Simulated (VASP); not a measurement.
Set up this calculation in VASP 6.6.1, as the native input.

```yaml
Task: electric field gradients
Functional: PBE
Potentials_or_basis: VASP PAW PBE potentials, release 64 (O)
Cutoff: 520 eV
k_mesh: 10 × 10 × 10
Occupations: fermi-dirac, width 0.03 eV
Spin: no spin polarisation
Dipole_correction: no
Further_INCAR_settings: ALGO = Normal; EDIFF = 1e-08; NBANDS = 13
```

The structure of O lies in POSCAR:

```
O
1.0
    1.4233500000      0.8217715057      3.4083000000
   -1.4233500000      0.8217715057      3.4083000000
    0.0000000000     -1.6435430113      3.4083000000
O
2
Direct
    0.0634700000      0.0634700000      0.0634700000
    0.9365300000      0.9365300000      0.9365300000
```

This cell differs from its parent crystal: shortest bond scaled by 1.1.

The input as run:

INCAR

```
SYSTEM = O
PREC = Accurate ; ENCUT = 520
EDIFF = 1E-8 ; ISMEAR = -1
SIGMA = 0.03 ; LREAL = .False.
LASPH = .True. ; NELM = 60
ALGO = Normal ; ISIF = 2
LWAVE = .False. ; LCHARG = .False.
GGA = PE ; LEFG = .True.
NBANDS = 13
```

KPOINTS

```
regular mesh
0
Gamma
  10 10 10
  0 0 0
```

Potentials or basis: VASP PAW PBE potentials, release 64 (O).

Launch:

```bash
$ cat potpaw_PBE.64/O/POTCAR > POTCAR
$ mpirun -np 1 vasp_std > vasp.out
```

It gave:

```
Pressure                                : -12.0 GPa
Largest force                           : 3.888 eV/Å
Band gap on the k mesh                  : zero (bands 6 and 7 overlap by 1.28 eV)
Largest electric field gradient by atom : O +146.1 V/Å²
```

Caveat: the cell differs from its parent crystal (shortest bond scaled by 1.1); spin is off for a triplet molecule; the stress differs along the axes, from -26 to -5 GPa; this functional lacks dispersion, which holds the molecules together, so the pressure and a relaxed volume are unreliable; without QUAD_EFG the Cq values of the log hold for a quadrupole moment of 1 mb, not for the nuclei; forces of over 1 eV/Å act on the atoms, so gaps and moduli don't describe the material at rest.

It took 84 s on 1 thread of AMD EPYC 7R13 (shared host), peak memory 0.13 GiB.
